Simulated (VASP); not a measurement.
CuO (Tenorite), 4 atoms in the cell. It takes space group Cc (No. 9, monoclinic). The conventional cell has a = 4.781 Å, b = 3.494 Å, c = 5.233 Å, α = 90.00°, β = 99.65°, γ = 90.00°. Within 2.6 Å of Cu (site symmetry 1) lie 4 O at 1.94 to 2.06 Å. O (site symmetry 1) has 4 Cu at 1.94 to 2.06 Å within 2.6 Å. 

| Quantity | Value |
| --- | --- |
| Program | VASP 6.6.1 |
| Task | single point |
| Functional | RPBE |
| Potentials or basis | VASP PAW PBE potentials, release 64 (Cu, O) |
| Cutoff | 520 eV |
| k mesh | 10 × 10 × 5 |
| Occupations | fermi-dirac, width 0.05 eV |
| Spin | no spin polarisation |
| Dipole correction | no |
| Further INCAR settings | ALGO = Normal; EDIFF = 1e-07; NBANDS = 25 |

Potentials or basis: VASP PAW PBE potentials, release 64 (Cu, O).

Command:

```sh
$ cat potpaw_PBE.64/Cu/POTCAR potpaw_PBE.64/O/POTCAR > POTCAR
$ mpirun -np 1 vasp_std > vasp.out
```

Hardware: 1 thread of Intel(R) Xeon(R) 6975P-C (Granite Rapids) (shared host).

**Question.** How long does it take, and how much memory?

**Answer.** Run time: 67 s on 1 thread of Intel(R) Xeon(R) 6975P-C (Granite Rapids) (shared host), peak memory 0.24 GiB. Counts: scf iterations 16, k points 141.
